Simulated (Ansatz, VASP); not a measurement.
GeW: VASP beside Ansatz

```xyz
2
Lattice="0.0000 2.5776 2.5776 2.5776 0.0000 2.5776 2.5776 2.5776 0.0000" Properties=species:S:1:pos:R:3 pbc="T T T"
Ge    2.5776    2.5776    2.5776
W     0.0000    0.0000    0.0000
```

Alike in both runs: task relaxation of cell and atoms; functional PBE; k mesh 9 × 9 × 9; occupations fermi-dirac, width 0.05 eV; no spin polarisation; Hubbard terms W d U = 6.0 eV.

|  | VASP | Ansatz |
| --- | --- | --- |
| version | VASP 6.6.1 | Ansatz 0.2.0 |
| potentials or method | VASP PAW PBE potentials, release 64 (Ge_d, W_sv) | Ansatz PAW |
| plane-wave cutoff (eV) | 600 | 420 |
| valence electrons in the cell | 28 | 28 |

|  | VASP | Ansatz | Ansatz less VASP |
| --- | --- | --- | --- |
| gap on the k mesh at the Fermi level, each at its own relaxed structure (eV) | none | none | - |
| relaxed volume (Å³/atom) | 17.72 | 17.14 | -0.581 |
| relaxed cell length with the largest relative difference (Å) | 3.687 | 3.646 | -0.0408 |

The programs project onto different local orbitals, so the same U acts differently, and such runs can settle in different states. A gap of «none» marks a metal or a gap that the smearing closes.

Neither program's run includes spin-orbit coupling. Noted on Ansatz's run: the plane-wave basis is chosen anew once the cell has moved, so the energies of steps on either side of that aren't comparable.
